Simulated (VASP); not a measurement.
Wanted: the native input for a VASP 6.6.1 run.

```yaml
Task: single point
Functional: PBEsol
Potentials_or_basis: VASP PAW PBE potentials, release 64 (Cs_sv, Sn_d, Br)
Cutoff: 500 eV
k_mesh: 4 × 4 × 4
Occupations: gaussian, width 0.05 eV
Spin: no spin polarisation
Dipole_correction: no
Further_INCAR_settings: ALGO = Normal; EDIFF = 1e-06; NBANDS = 30
```

The structure of CsSnBr3 lies in POSCAR:

```
CsSnBr3
1.0
    5.8977590380      0.0000000000      0.0000000000
    0.0000000000      5.8977590380      0.0000000000
    0.0000000000      0.0000000000      5.8977590380
Cs Sn Br
1 1 3
Direct
    0.0000000000      0.0000000000      0.0000000000
    0.5000000000      0.5000000000      0.5000000000
    0.5000000000      0.5000000000      0.0000000000
    0.5000000000      0.0000000000      0.5000000000
    0.0000000000      0.5000000000      0.5000000000
```

One way to write it, as run:

INCAR

```
SYSTEM = CsSnBr3
PREC = Accurate ; ENCUT = 500
EDIFF = 1E-6 ; ISMEAR = 0
SIGMA = 0.05 ; LREAL = .FALSE.
LASPH = .TRUE. ; NELM = 120
ALGO = Normal ; ISIF = 2
LWAVE = .FALSE. ; LCHARG = .TRUE.
GGA = PS ; LELF = .TRUE.
LVHAR = .TRUE. ; NBANDS = 30
GGA_COMPAT = .FALSE.
```

KPOINTS

```
regular mesh
0
G
  4 4 4
  0 0 0
```

Potentials or basis: VASP PAW PBE potentials, release 64 (Cs_sv, Sn_d, Br).

Launch:

```console
$ cat potpaw_PBE.64/Cs_sv/POTCAR potpaw_PBE.64/Sn_d/POTCAR potpaw_PBE.64/Br/POTCAR > POTCAR
$ mpirun -np 1 vasp_std > vasp.out
```

It gave:

```
Pressure               : -1.2 GPa
Band gap on the k mesh : 0.56 eV
```

Caveat: the PAW data sets were made with another functional, which shifts forces and pressure a little; spin-orbit coupling is left out, which moves the levels of the heavy elements.

It took 53 s on 1 thread of Intel(R) Xeon(R) Platinum 8375C CPU @ 2.90GHz (Ice Lake), on a shared host, peak memory 0.34 GiB.
